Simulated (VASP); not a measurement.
# Mg: relaxation of cell and atoms with PBEsol

The system is Mg.

```
Mg
1.0
     3.20930    0.00000    0.00000
    -1.60465    2.77934    0.00000
     0.00000    0.00000    5.21030
Mg
2
Direct
  0.33333 0.66667 0.25000
  0.66667 0.33333 0.75000
```

```yaml
Program: VASP 6.6.1
Task: relaxation of cell and atoms
Functional: PBEsol
Potentials_or_basis: VASP PAW PBE potentials, release 64 (Mg)
Cutoff: 600 eV
k_mesh: 8 × 8 × 5
Occupations: fermi-dirac, width 0.05 eV
Spin: no spin polarisation
Dipole_correction: no
Further_INCAR_settings: ALGO = Normal; EDIFF = 1e-06; IBRION = 2; EDIFFG = -0.03; NSW = 60; ISIF = 3
```

| Property | Result |
| --- | --- |
| Relaxed volume | 22.51 Å³/atom |
| Relaxed cell | a = 3.172 Å, b = 3.172 Å, c = 5.165 Å, α = 90.00°, β = 90.00°, γ = 120.00° |
| Space group after relaxing (to 0.05 Å) | P6_3/mmc (No. 194) |
| Energy gained by relaxing | 2.7 meV/atom |
| Ionic steps | 3 |
| Pressure after relaxing | 0.0 GPa |
| Band gap on the k mesh | zero (band 2 reaches 3.71 eV, above the bottom of band 3 at 1.43 eV) |

Step by step:
```tsv
step	energy change (eV)	largest force (eV/Å)	pressure (GPa)	volume (Å³)
1	0.0000	0.0000	-1.13	46.47
2	-0.0051	0.0000	-0.30	45.38
3	-0.0054	0.0000	0.00	45.02
```

Final structure:
```yaml
crystal:
  lattice:
    - [3.17233, 0.00000, 0.00000]
    - [-1.58616, 2.74731, 0.00000]
    - [0.00000, 0.00000, 5.16542]
  atoms:
    - { symbol: Mg, position: [0.33333, 0.66667, 0.25000] }
    - { symbol: Mg, position: [0.66667, 0.33333, 0.75000] }
```

Levels at points of the mesh, in eV from the Fermi level:
| k point | band 1 | band 2 | band 3 | band 4 | band 5 | band 6 |
| --- | --- | --- | --- | --- | --- | --- |
| (0.00, 0.00, 0.00) | -7.01 | -1.73 | -1.26 | 11.07 | 11.07 | 11.24 |
| (0.50, 0.00, 0.00) | -2.17 | -2.13 | 2.68 | 3.02 | 3.32 | 3.74 |

Wall time 16 s on 1 thread of Intel(R) Xeon(R) Platinum 8259CL CPU @ 2.50GHz (Skylake/Cascade Lake), with other jobs on the host, peak memory 0.19 GiB.

Caveat: the PAW data sets were made with another functional, which shifts forces and pressure a little.
